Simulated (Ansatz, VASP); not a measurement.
## AlCu3 in VASP and in Ansatz

File POSCAR:

```
AlCu3
1.0
    4.1725144000      0.0000000000      0.0000000000
    0.0000000000      5.1070174600      0.0000000000
    0.0000000000      0.0000000000      4.5117153100
Al Cu
2 6
Direct
    0.0000000000      0.0000000000      0.6611100000
    0.5000000000      0.5000000000      0.3388900000
    0.0000000000      0.5000000000      0.6626749500
    0.5000000000      0.0000000000      0.3373250500
    0.0000000000      0.2509403100      0.1600646800
    0.0000000000      0.7490596900      0.1600646800
    0.5000000000      0.2490596900      0.8399353200
    0.5000000000      0.7509403100      0.8399353200
```

File INCAR.step1:

```
ALGO = Normal ; EDIFF = 1E-4
ENCUT = 520 ; GGA = PE
ISMEAR = 0 ; LASPH = True
LCHARG = False ; LREAL = False
LWAVE = True ; NBANDS = 46
NELM = 100 ; PREC = Accurate
SIGMA = 0.1
```

INCAR.step2

```
ALGO = Normal ; EDIFF = 1E-6
ENCUT = 520 ; ISIF = 2
ISMEAR = 0 ; ISTART = 1
LASPH = True ; LCHARG = False
LMIXTAU = True ; LREAL = False
LWAVE = False ; METAGGA = R2SCAN
NBANDS = 46 ; NELM = 100
PREC = Accurate ; SIGMA = 0.1
```

File KPOINTS:

```
k-points
0
Gamma
  4 4 4
```

Input for Ansatz:

```yaml
crystal:
  lattice:
    - [4.1725144, 0.0, 0.0]
    - [0.0, 5.10701746, 0.0]
    - [0.0, 0.0, 4.51171531]
  atoms:
    - { symbol: Al, position: [0.0, 0.0, 0.66111] }
    - { symbol: Al, position: [0.5, 0.5, 0.33889] }
    - { symbol: Cu, position: [0.0, 0.5, 0.66267495] }
    - { symbol: Cu, position: [0.5, 0.0, 0.33732505] }
    - { symbol: Cu, position: [0.0, 0.25094031, 0.16006468] }
    - { symbol: Cu, position: [0.0, 0.74905969, 0.16006468] }
    - { symbol: Cu, position: [0.5, 0.24905969, 0.83993532] }
    - { symbol: Cu, position: [0.5, 0.75094031, 0.83993532] }
basis:
  ecutwfc: 500
kpoints:
  mp_grid: { grid: [4, 4, 4] }
hamiltonian:
  xc: r2scan
scf:
  occupations: { method: gaussian, width: 0.1 }
output:
  forces: true
  stress: true
  eigenvalues: true
```

Alike in both runs: task single point; functional r2SCAN; k mesh 4 × 4 × 4; occupations gaussian, width 0.1 eV; no spin polarisation.

|  | VASP | Ansatz |
| --- | --- | --- |
| version | VASP 6.6.1 | Ansatz 0.2.0 |
| potentials or method | VASP PAW PBE potentials, release 64 (Al, Cu), cutoff 520 eV | scalar-relativistic, plane waves, PAW |
| valence electrons in the cell | 72 | 120 |

|  | VASP | Ansatz | Ansatz less VASP |
| --- | --- | --- | --- |
| gap on the k mesh at the Fermi level (eV) | none | none | - |
| pressure (GPa) | 0.8 | 0.5 | -0.31 |
| traceless stress, the component that is largest in VASP (GPa) | -1.56 | -1.48 | +0.075 |
| rms of the force components (eV/Å) | 0.004 | 0.004 | +0.0001 |

VASP's potentials were made for PBE, not for r2SCAN. Atom by atom the forces differ by 0.002 eV/Å (rms over components). A gap of «none» marks a metal or a gap that the smearing closes. VASP's potentials hold 72 valence electrons a cell and Ansatz's 120, so a difference there can come from the potentials and not from the codes.

The k mesh is coarse, so the values compare programs but aren't converged.
